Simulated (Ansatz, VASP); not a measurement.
# AgCl in VASP and in Ansatz

```
Ag Cl
1.0
     3.38756    0.00000    0.00000
     0.00000    3.38756    0.00000
     0.00000    0.00000    3.38756
Ag Cl
1 1
Direct
  0.00000 0.00000 0.00000
  0.50000 0.50000 0.50000
```

Change from the starting cell: volume scaled by 0.96, crystal datasets.

Alike in both runs: task electric field gradients; functional PBE; k mesh 9 × 9 × 9; occupations fermi-dirac, width 0.01 eV; no spin polarisation.

|  | VASP | Ansatz |
| --- | --- | --- |
| version | VASP 6.6.1 | Ansatz 0.2.0 |
| potentials or method | VASP PAW PBE potentials, release 64 (Ag, Cl), cutoff 520 eV | all-electron PAW with datasets made for the crystal, scalar-relativistic |

```csv
,VASP,Ansatz,Ansatz less VASP
gap on the k mesh at the Fermi level (eV),0.62,0.62,+0.001
pressure (GPa),1.9,2.0,+0.14
```

Ansatz ran all-electron here, and VASP with PAW potentials.
